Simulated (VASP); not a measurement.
A run of VASP 6.6.1 is set up as follows.

File INCAR:

```
SYSTEM = GaSb
PREC = Accurate
ENCUT = 520
EDIFF = 1E-6
ISMEAR = 0
SIGMA = 0.15
LREAL = .FALSE.
LASPH = .TRUE.
NELM = 80
ALGO = Normal
ISIF = 2
LWAVE = .FALSE.
LCHARG = .FALSE.
NBANDS = 16
```

Contents of KPOINTS:

```
Automatic mesh
0
G
  16 16 16
  0 0 0
```

POSCAR

```
GaSb
1.0
   -1.4262045964      2.3677362131      3.2247492426
    1.4262045964     -2.3677362131      3.2247492426
    1.4262045964      2.3677362131     -3.2247492426
Ga Sb
1 1
Direct
    0.0000000000      0.0000000000      0.0000000000
    0.5000000000      0.5000000000      0.0000000000
```

Potentials or basis: VASP PAW LDA potentials, release 64 (Ga_d, Sb).

Run with:

```bash
$ cat potpaw_LDA.64/Ga_d/POTCAR potpaw_LDA.64/Sb/POTCAR > POTCAR
$ mpirun -np 1 vasp_std > vasp.out
```

(1) Estimate the pressure.

(2) Estimate the band gap on the k mesh.

Answers

(1) 8.8 GPa.

(2) zero (bands 9 and 10 overlap by 6.07 eV).

Caveat: the cell differs from its parent crystal (strain +e along x and -e along y -0.0200, strain +e along z and -e/2 along x and y +0.1500); the stress differs along the axes, from -10 to 19 GPa; spin-orbit coupling is left out, which moves the levels of the heavy elements.
